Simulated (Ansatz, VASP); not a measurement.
# Two plane-wave programs on Al3GaN4

The input POSCAR:

```
Al3GaN4
1.0
    5.0380821985      0.0000000000      0.0000609633
    0.0000000000      3.1249488273      0.0000000000
   -0.0032907418      0.0000000000      5.4103929818
Al Ga N
3 1 4
Direct
    0.5002216625      0.5000000000      0.1672550745
    0.0006683705      0.5000000000      0.8349019374
    0.0010043255      0.0000000000      0.3316444641
    0.5100211152     -0.0169708407      0.6662043454
    0.1107069781      0.0000000000      0.6663170124
    0.1226755900      0.5000000000      0.1671322918
    0.6254135993      0.5000000000      0.8406810063
    0.6234137866      0.0000000000      0.3258647496
```

Contents of INCAR.step1:

```
PREC = Accurate
ENCUT = 520
ISMEAR = 0
SIGMA = 0.05
LREAL = False
LASPH = True
NELM = 60
NBANDS = 31
GGA = PE
ALGO = Normal
EDIFF = 1E-4
LWAVE = True
LCHARG = False
```

The input INCAR.step2:

```
PREC = Accurate
ENCUT = 520
EDIFF = 1E-6
ISMEAR = 0
SIGMA = 0.05
LREAL = False
LASPH = True
NELM = 60
ALGO = Normal
ISIF = 2
LWAVE = False
LCHARG = False
METAGGA = R2SCAN
LMIXTAU = True
NBANDS = 31
ISTART = 1
```

File KPOINTS:

```
Automatic mesh
0
Gamma
  6 8 4
```

Input for Ansatz:

```yaml
crystal:
  lattice:
    - [5.0380821985, 0.0, 6.09633e-05]
    - [0.0, 3.1249488273, 0.0]
    - [-0.0032907418, 0.0, 5.4103929818]
  atoms:
    - { symbol: Al, position: [0.5002216625, 0.5, 0.1672550745] }
    - { symbol: Al, position: [0.0006683705, 0.5, 0.8349019374] }
    - { symbol: Al, position: [0.0010043255, 0.0, 0.3316444641] }
    - { symbol: Ga, position: [0.5100211152, -0.0169708407, 0.6662043454] }
    - { symbol: "N", position: [0.1107069781, 0.0, 0.6663170124] }
    - { symbol: "N", position: [0.12267559, 0.5, 0.1671322918] }
    - { symbol: "N", position: [0.6254135993, 0.5, 0.8406810063] }
    - { symbol: "N", position: [0.6234137866, 0.0, 0.3258647496] }
basis:
  ecutwfc: 500
kpoints:
  mp_grid: { grid: [6, 8, 4] }
hamiltonian:
  xc: r2scan
scf:
  occupations: { method: gaussian, width: 0.05 }
output:
  forces: true
  stress: true
  eigenvalues: true
```

Change from the starting cell: all Ga atoms moved +0.075 Å, as atom 4 along Cartesian [1 -1 0].

Alike in both runs: task single point; functional r2SCAN; k mesh 6 × 8 × 4; occupations gaussian, width 0.05 eV; no spin polarisation.

|  | VASP | Ansatz |
| --- | --- | --- |
| version | VASP 6.6.1 | Ansatz 0.2.0 |
| potentials or method | VASP PAW PBE potentials, release 64 (Al, Ga_d, N), cutoff 520 eV | scalar-relativistic, plane waves, PAW |
| valence electrons in the cell | 42 | 42 |

Ansatz gave:

```
gap on the k mesh at the Fermi level (eV)                     : 4.11
least direct gap on the mesh (eV)                             : 4.11
pressure (GPa)                                                : 0.2
traceless stress, the component that is largest in VASP (GPa) : -1.09
rms of the force components (eV/Å)                            : 0.318
```

Q: What did VASP give for the same quantities?

A: gap on the k mesh at the Fermi level (eV): 4.13; least direct gap on the mesh (eV): 4.13; pressure (GPa): 0.2; traceless stress, the component that is largest in VASP (GPa): -1.12; rms of the force components (eV/Å): 0.329.

VASP's potentials were made for PBE, not for r2SCAN. Atom by atom the forces differ by 0.030 eV/Å (rms over components). With one functional, cell and mesh, what is left measures potentials, basis and numerics.
